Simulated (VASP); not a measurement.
# Ga3Ir2 (Pm-3m) in VASP: notebook, part 2 of 2

VASP 6.6.1. The steps go on from the part before.

**3. Single point, PBE**

This run uses another cell than the first one, of 20.59 Å³/atom.

INCAR

```
SYSTEM = Ga3Ir2
PREC = Accurate ; ENCUT = 520
EDIFF = 1E-6 ; ISMEAR = 0
SIGMA = 0.1 ; LREAL = .False.
LASPH = .True. ; NELM = 80
ALGO = Normal ; ISIF = 2
LWAVE = .False. ; LCHARG = .False.
GGA = PE ; NBANDS = 36
```

KPOINTS

```
Automatic mesh
0
Gamma
  4 4 4
  0 0 0
```

POSCAR

```
Ga3Ir2
1.0
    4.6869425947      0.0000000000      0.0000000000
    0.0000000000      4.6869425947      0.0000000000
    0.0000000000      0.0000000000      4.6869425947
Ga Ir
3 2
Direct
    0.0000000000      0.5000000000      0.5000000000
    0.5000000000      0.0000000000      0.5000000000
    0.5000000000      0.5000000000      0.0000000000
    0.5000000000      0.5000000000      0.5000000000
    0.0000000000      0.0000000000      0.0000000000
```

Potentials or basis: VASP PAW PBE potentials, release 64 (Ga_d, Ir).

Launch:

```bash
$ cat potpaw_PBE.64/Ga_d/POTCAR potpaw_PBE.64/Ir/POTCAR > POTCAR
$ mpirun -np 1 vasp_std > vasp.out
```

OUTCAR:

```text
SYSTEM = Ga3Ir2
   PREC = Accurate
   ENCUT = 520
   EDIFF = 1E-6
   ISMEAR = 0
   LREAL = .False.
   LASPH = .True.
   NELM = 80
   ISIF = 2
   GGA = PE

 ion  position               nearest neighbor table
   1  0.000  0.500  0.500-   4 2.34   4 2.34
   2  0.500  0.000  0.500-   4 2.34   4 2.34
   3  0.500  0.500  0.000-   4 2.34   4 2.34
   4  0.500  0.500  0.500-   1 2.34   2 2.34   3 2.34   3 2.34   2 2.34   1 2.34
   5  0.000  0.000  0.000-

[... 576 lines left out ...]
  --------------------------------------------------------------------------------------
  -------------------------------------------------------------------------------------
  Total        0.0714069      0.0714069      0.0714069      0.0000000      0.0000000     -0.0000000
  in kB        1.1111740      1.1111740      1.1111740      0.0000000      0.0000000     -0.0000000
  external PRESSURE =       1.1111740 kB  Pullay stress =       0.0000000 kB

 VOLUME and BASIS-vectors are now :
 -----------------------------------------------------------------------------
  energy-cutoff  :      520.00
  volume of cell :      102.96
      direct lattice vectors                 reciprocal lattice vectors
     4.686942595  0.000000000  0.000000000     0.213358704  0.000000000  0.000000000
     0.000000000  4.686942595  0.000000000     0.000000000  0.213358704  0.000000000
     0.000000000  0.000000000  4.686942595     0.000000000  0.000000000  0.213358704

 POSITION                                       TOTAL-FORCE (eV/Angst)
 -----------------------------------------------------------------------------------
      0.00000      2.34347      2.34347         0.000000      0.000000      0.000000
      2.34347      0.00000      2.34347         0.000000      0.000000      0.000000
      2.34347      2.34347      0.00000         0.000000      0.000000      0.000000
      2.34347      2.34347      2.34347         0.000000      0.000000      0.000000
      0.00000      0.00000      0.00000         0.000000      0.000000      0.000000
 -----------------------------------------------------------------------------------
    total drift:                                0.000000      0.000000      0.000000

  FREE ENERGIE OF THE ION-ELECTRON SYSTEM (eV)
  ---------------------------------------------------
  free  energy   TOTEN  =       -23.7291653271 eV

  energy  without entropy=      -23.7191997926  energy(sigma->0) =      -23.72418256
```

stdout:

```text
POSCAR found type information on POSCAR GaIr
 POSCAR found :  2 types and       5 ions
 scaLAPACK will be used
 LDA part: xc-table for (Slater+PW92), standard interpolation
 POSCAR, INCAR and KPOINTS ok, starting setup
 FFT: planning ... GRIDC
 FFT: planning ... GRID_SOFT
 FFT: planning ... GRID
 WAVECAR not read
 entering main loop
```

Wall time 70 s (1 thread of Intel Xeon 8259CL, shared host); peak memory 0.21 GiB.

Results:

```
Free energy            : -23.7292 eV
Pressure               : 0.1 GPa
Band gap on the k mesh : zero (an odd number of electrons rules out a gap without spin polarisation)
```

Levels at points of the mesh, in eV from the Fermi level:
```csv
k point,band 26,band 27,band 28,band 29,band 30,band 31,band 32,band 33
"(0.00, 0.00, 0.00)",-0.90,-0.48,-0.48,-0.48,-0.06,2.87,2.87,3.95
"(0.50, 0.00, 0.00)",-0.60,-0.59,0.36,1.18,1.18,2.56,2.87,3.22
"(0.50, 0.50, 0.00)",-0.56,-0.39,-0.32,-0.32,0.97,2.06,2.06,4.10
"(0.50, 0.50, 0.50)",-0.32,-0.32,0.13,0.13,0.13,0.92,0.92,0.92
```

Caveat: spin-orbit coupling is left out, which moves the levels of the heavy elements.

**4. Single point, PBE**

This run uses another cell than the first one, of 20.58 Å³/atom.

INCAR

```
PREC = Accurate
ENCUT = 520
EDIFF = 1E-6
ISMEAR = 0
SIGMA = 0.1
LREAL = False
LASPH = True
NELM = 80
ALGO = Fast
ISIF = 2
LWAVE = False
LCHARG = False
GGA = PE
NBANDS = 36
```

KPOINTS

```
regular mesh
0
Gamma
  8 8 8
```

POSCAR, as its differences from that of step 3:

```diff
@@ -2,5 +2,5 @@
 1.0
-    4.6869425947      0.0000000000      0.0000000000
-    0.0000000000      4.6869425947      0.0000000000
-    0.0000000000      0.0000000000      4.6869425947
+    4.6860874500      0.0000000000      0.0000000000
+    0.0000000000      4.6860874500      0.0000000000
+    0.0000000000      0.0000000000      4.6860874500
 Ga Ir
```

Launch:

```bash
$ cat potpaw_PBE.64/Ga_d/POTCAR potpaw_PBE.64/Ir/POTCAR > POTCAR
$ mpirun -np 1 vasp_std > vasp.out
```

It took 3.5 min on 1 thread of Intel Xeon 8259CL, shared host; peak memory 0.27 GiB.

The run converged. Its results:

```
Free energy            : -23.6256 eV
Pressure               : 0.2 GPa
Band gap on the k mesh : zero (an odd number of electrons rules out a gap without spin polarisation)
```

Levels at points of the mesh, in eV from the Fermi level:
```csv
k point,band 26,band 27,band 28,band 29,band 30,band 31,band 32,band 33
"(0.00, 0.00, 0.00)",-0.92,-0.49,-0.49,-0.49,-0.03,2.91,2.91,4.00
"(0.50, 0.00, 0.00)",-0.62,-0.60,0.38,1.20,1.20,2.60,2.91,3.26
"(0.50, 0.50, 0.00)",-0.57,-0.41,-0.33,-0.32,1.02,2.10,2.10,4.15
"(0.50, 0.50, 0.50)",-0.35,-0.35,0.11,0.11,0.11,0.95,0.95,0.95
```

Caveat: spin-orbit coupling is left out, which moves the levels of the heavy elements.

**5. Relaxation of cell and atoms, PBE**

INCAR

```
PREC = Accurate
ENCUT = 600
EDIFF = 1E-6
ISMEAR = 0
SIGMA = 0.1
LREAL = F
LASPH = T
NELM = 100
ALGO = Fast
ISIF = 3
LWAVE = F
LCHARG = F
GGA = PE
IBRION = 2
NSW = 90
EDIFFG = -0.04
```

KPOINTS

```
Automatic mesh
0
Gamma
  4 4 4
```

POSCAR, as its differences from that of step 4:

```diff
@@ -2,5 +2,5 @@
 1.0
-    4.6860874500      0.0000000000      0.0000000000
-    0.0000000000      4.6860874500      0.0000000000
-    0.0000000000      0.0000000000      4.6860874500
+    4.5920715500      0.0000000000      0.0000000000
+    0.0000000000      4.5920715500      0.0000000000
+    0.0000000000      0.0000000000      4.5920715500
 Ga Ir
```

Launch:

```bash
$ cat potpaw_PBE.64/Ga_d/POTCAR potpaw_PBE.64/Ir/POTCAR > POTCAR
$ mpirun -np 1 vasp_std > vasp.out
```

Run time: 4.3 min. Hardware: 1 thread of Intel Xeon 8259CL, shared host; peak memory 0.26 GiB.

The run converged. Its results:

- Free energy: -23.7279 eV
- Relaxed volume: 20.62 Å³/atom
- Relaxed cell: a = 4.689 Å, b = 4.689 Å, c = 4.689 Å, α = 90.00°, β = 90.00°, γ = 90.00°
- Space group after relaxing (to 0.1 Å): Pm-3m (No. 221)
- Energy gained by relaxing: 25.2 meV/atom
- Ionic steps: 3
- Pressure after relaxing: -0.1 GPa
- Band gap on the k mesh: zero (an odd number of electrons rules out a gap without spin polarisation)

Step by step:
```csv
step,energy change (eV),largest force (eV/Å),pressure (GPa),volume (Å³)
1,0.0000,0.0000,6.86,96.83
2,-0.0378,0.0000,-4.58,108.93
3,-0.1259,0.0000,-0.05,103.12
```

Final structure:
```yaml
crystal:
  lattice:
    - [4.68941, 0.00000, 0.00000]
    - [0.00000, 4.68941, 0.00000]
    - [0.00000, 0.00000, 4.68941]
  atoms:
    - { symbol: Ga, position: [0.00000, 0.50000, 0.50000] }
    - { symbol: Ga, position: [0.50000, 0.00000, 0.50000] }
    - { symbol: Ga, position: [0.50000, 0.50000, 0.00000] }
    - { symbol: Ir, position: [0.50000, 0.50000, 0.50000] }
    - { symbol: Ir, position: [0.00000, 0.00000, 0.00000] }
```

Levels at points of the mesh, in eV from the Fermi level:
| k point | band 26 | band 27 | band 28 | band 29 | band 30 | band 31 | band 32 | band 33 |
| --- | --- | --- | --- | --- | --- | --- | --- | --- |
| (0.00, 0.00, 0.00) | -0.90 | -0.47 | -0.47 | -0.47 | -0.06 | 2.87 | 2.87 | 3.95 |
| (0.50, 0.00, 0.00) | -0.60 | -0.59 | 0.36 | 1.18 | 1.18 | 2.55 | 2.87 | 3.22 |
| (0.50, 0.50, 0.00) | -0.56 | -0.39 | -0.32 | -0.32 | 0.97 | 2.06 | 2.06 | 4.10 |
| (0.50, 0.50, 0.50) | -0.32 | -0.32 | 0.13 | 0.13 | 0.13 | 0.92 | 0.92 | 0.92 |

Caveat: spin-orbit coupling is left out, which moves the levels of the heavy elements.

**6. Relaxation of cell and atoms, PBE**

This run uses another cell than the first one, of 20.59 Å³/atom.

INCAR

```
SYSTEM = Ga3Ir2
PREC = Accurate
ENCUT = 600
EDIFF = 1E-6
ISMEAR = 0
SIGMA = 0.1
LREAL = .False.
LASPH = .True.
NELM = 100
ALGO = Fast
ISIF = 3
LWAVE = .False.
LCHARG = .False.
GGA = PE
IBRION = 2
NSW = 100
EDIFFG = -0.01
```

KPOINTS

```
Automatic mesh
0
Gamma
  8 8 8
  0 0 0
```

POSCAR, as its differences from that of step 5:

```diff
@@ -2,5 +2,5 @@
 1.0
-    4.5920715500      0.0000000000      0.0000000000
-    0.0000000000      4.5920715500      0.0000000000
-    0.0000000000      0.0000000000      4.5920715500
+    4.6869425947      0.0000000000      0.0000000000
+    0.0000000000      4.6869425947      0.0000000000
+    0.0000000000      0.0000000000      4.6869425947
 Ga Ir
```

Potentials or basis: VASP PAW PBE potentials, release 64 (Ga_d, Ir).

Launch:

```bash
$ cat potpaw_PBE.64/Ga_d/POTCAR potpaw_PBE.64/Ir/POTCAR > POTCAR
$ mpirun -np 1 vasp_std > vasp.out
```

Run time: 9.7 min. Hardware: 1 thread of Intel Xeon 8259CL, shared host; peak memory 0.33 GiB.

The run converged. Its results:

| Item | Value |
| --- | --- |
| Free energy | -23.6255 eV |
| Relaxed volume | 20.62 Å³/atom |
| Relaxed cell | a = 4.689 Å, b = 4.689 Å, c = 4.689 Å, α = 90.00°, β = 90.00°, γ = 90.00° |
| Space group after relaxing (to 0.1 Å) | Pm-3m (No. 221) |
| Energy gained by relaxing | 0.0 meV/atom |
| Ionic steps | 3 |
| Pressure after relaxing | 0.0 GPa |
| Band gap on the k mesh | zero (an odd number of electrons rules out a gap without spin polarisation) |

Final structure:
```
Ga Ir
1.0
     4.68932    0.00000    0.00000
     0.00000    4.68932    0.00000
     0.00000    0.00000    4.68932
Ga Ir
3 2
Direct
  0.00000 0.50000 0.50000
  0.50000 0.00000 0.50000
  0.50000 0.50000 0.00000
  0.50000 0.50000 0.50000
  0.00000 0.00000 0.00000
```

Levels at points of the mesh, in eV from the Fermi level:
| k point | band 27 | band 28 | band 29 | band 30 | band 31 | band 32 |
| --- | --- | --- | --- | --- | --- | --- |
| (0.00, 0.00, 0.00) | -0.49 | -0.49 | -0.49 | -0.04 | 2.90 | 2.90 |
| (0.50, 0.00, 0.00) | -0.60 | 0.37 | 1.20 | 1.20 | 2.59 | 2.91 |
| (0.50, 0.50, 0.00) | -0.41 | -0.33 | -0.32 | 1.02 | 2.10 | 2.10 |
| (0.50, 0.50, 0.50) | -0.34 | 0.11 | 0.11 | 0.11 | 0.96 | 0.96 |

Caveat: spin-orbit coupling is left out, which moves the levels of the heavy elements.

**7. The runs side by side**

| task | cell | k mesh | cutoff (eV) | gap on the mesh (eV) | pressure (GPa) | relaxed volume (Å³/atom) |
| --- | --- | --- | --- | --- | --- | --- |
| single point | a = 4.592 Å, 5 atoms | 4 × 4 × 4 | 520 | none | 6.9 | - |
| single point | a = 4.687 Å, 5 atoms | 4 × 4 × 4 | 520 | none | 0.1 | - |
| single point | a = 4.686 Å, 5 atoms | 8 × 8 × 8 | 520 | none | 0.2 | - |
| relaxation of cell and atoms | relaxed from a = 4.592 Å, 5 atoms | 4 × 4 × 4 | 600 | none | -0.1 | 20.62 |
| relaxation of cell and atoms | relaxed from a = 4.687 Å, 5 atoms | 8 × 8 × 8 | 600 | none | 0.0 | 20.62 |

Alike in all rows: level PBE; potentials or basis VASP PAW PBE potentials, release 64 (Ga_d, Ir); no spin polarisation; smearing gaussian 0.1 eV.

Caveats: spin-orbit coupling is left out, which moves the levels of the heavy elements; the cell stands under pressure (at least some runs).

Total energies depend on the potentials used, so only differences within one code and one set of settings carry meaning.
